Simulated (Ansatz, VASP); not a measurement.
## Two plane-wave programs on CrO2

```xyz
6
Lattice="4.4408 0.0000 0.0000 0.0000 4.4408 0.0000 0.0000 0.0000 2.9227" Properties=species:S:1:pos:R:3 pbc="T T T"
Cr    0.0000    0.0000    1.4614
Cr    2.2204    2.2204    0.0000
O     0.8739    0.8739    0.0000
O     1.3465    3.0943    1.4614
O     3.5669    3.5669    0.0000
O     3.0943    1.3465    1.4614
```

Alike in both runs: functional PBE; k mesh 4 × 4 × 6; occupations gaussian, width 0.1 eV; collinear spin.

Ansatz relaxed the structure, and its values are those at the end. VASP's run is a single point on that final structure, the one shown.

```csv
,VASP,Ansatz
version,VASP 6.6.1,Ansatz 0.2.0
potentials or method,"VASP PAW PBE potentials, release 64 (Cr_pv, O), cutoff 520 eV","scalar-relativistic, plane waves, PAW"
valence electrons in the cell,48,52
```

|  | VASP | Ansatz | Ansatz less VASP |
| --- | --- | --- | --- |
| gap on the k mesh at the Fermi level (eV) | none | none | - |
| pressure (GPa) | 0.8 | 0.2 | -0.63 |
| rms of the force components (eV/Å) | 0.011 | 0.021 | +0.0092 |
| net moment per atom (μB) | 0.67 | 0.67 | 0.000 |
| size of the moment on the site where the two differ most (μB) | 2.10 | 1.75 | -0.358 |

Site moments also hang on the region over which each program counts them. A gap of «none» marks a metal or a gap that the smearing closes. VASP's potentials hold 48 valence electrons a cell and Ansatz's 52, so a difference there can come from the potentials and not from the codes.
